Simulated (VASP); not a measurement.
**Cr: single point with PBEsol**

Cr:

```
Cr
1.0
    -1.40777    1.40777    1.40777
     1.40777   -1.40777    1.40777
     1.40777    1.40777   -1.40777
Cr
1
Direct
  0.00000 0.00000 0.00000
```

| Quantity | Value |
| --- | --- |
| Program | VASP 6.6.1 |
| Task | single point |
| Functional | PBEsol |
| Potentials or basis | VASP PAW PBE potentials, release 64 (Cr_pv) |
| Cutoff | 520 eV |
| k mesh | 11 × 11 × 11 |
| Occupations | fermi-dirac, width 0.05 eV |
| Spin | collinear spin, ferromagnetic start |
| Starting moments | [3.0] μB |

* Pressure: -0.5 GPa
* Band gap on the k mesh: zero (filled and empty bands overlap)
* Net moment: 0.00 μB per cell
* Valence electrons inside the program's atomic spheres: Cr 11.13

Levels at points of the mesh, in eV from the Fermi level:
Spin up:
```tsv
k point	band 2	band 3	band 4	band 5	band 6	band 7	band 8	band 9	band 10	band 11
(0.00, 0.00, 0.00)	-42.51	-42.51	-7.99	-0.93	-0.93	-0.93	1.19	1.19	7.13	22.58
```
Spin down:
```tsv
k point	band 3	band 4	band 5	band 6	band 7	band 8	band 9	band 10
(0.00, 0.00, 0.00)	-42.51	-7.99	-0.93	-0.93	-0.93	1.19	1.19	7.13
```

It took 9.7 s on 1 thread of Intel(R) Xeon(R) 6975P-C (Granite Rapids), on a shared host, peak memory 0.13 GiB.

Caveat: the starting moments collapsed, and a magnetic state may lie lower; the PAW data sets were made with another functional, which shifts forces and pressure a little.
